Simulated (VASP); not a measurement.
Input of a VASP 6.6.1 run:

Contents of INCAR:

```
PREC = Accurate ; ENCUT = 520
EDIFF = 1E-6 ; ISMEAR = 0
SIGMA = 0.1 ; LREAL = False
LASPH = True ; NELM = 120
ALGO = Normal ; ISIF = 2
LWAVE = False ; LCHARG = True
GGA = PE ; LELF = True
LVHAR = True ; NBANDS = 38
GGA_COMPAT = False
```

The input KPOINTS:

```
Automatic mesh
0
Gamma
  4 4 2
```

File POSCAR:

```
W3C4
1.0
    5.8130000000      0.0000000000      0.0000000000
   -1.4532500000      2.5171030000      0.0000000000
    0.0000000000      0.0000000000      5.6732000000
C W
4 3
Direct
    0.3333333002      0.3333332009      0.2500000000
    0.3333333002      0.3333332009      0.7500000000
    0.8333333002      0.3333332009      0.2500000000
    0.8333333002      0.3333332009      0.7500000000
   -0.0053789342     -0.0053788025      0.5000000000
    0.5000000000      0.0000000000      0.0000000000
    0.5000000000      0.0000000000      0.5000000000
```

Potentials or basis: VASP PAW PBE potentials, release 64 (C, W_sv).

The run is started by

```console
$ cat potpaw_PBE.64/C/POTCAR potpaw_PBE.64/W_sv/POTCAR > POTCAR
$ mpirun -np 1 vasp_std > vasp.out
```

Predict the band gap on the k mesh.

zero (band 29 reaches 8.82 eV, above the bottom of band 30 at 7.78 eV).

What does it give for the largest force?

1.914 eV/Å.

What does it give for the pressure?

-8.6 GPa.

Stress tensor (GPa, compression positive):
```
 -6.01  -5.64   0.00
 -5.64   0.51   0.00
  0.00   0.00 -20.16
```

Caveat: the k points lie up to 0.62 Å⁻¹ apart; spin-orbit coupling is left out, which moves the levels of the heavy elements.
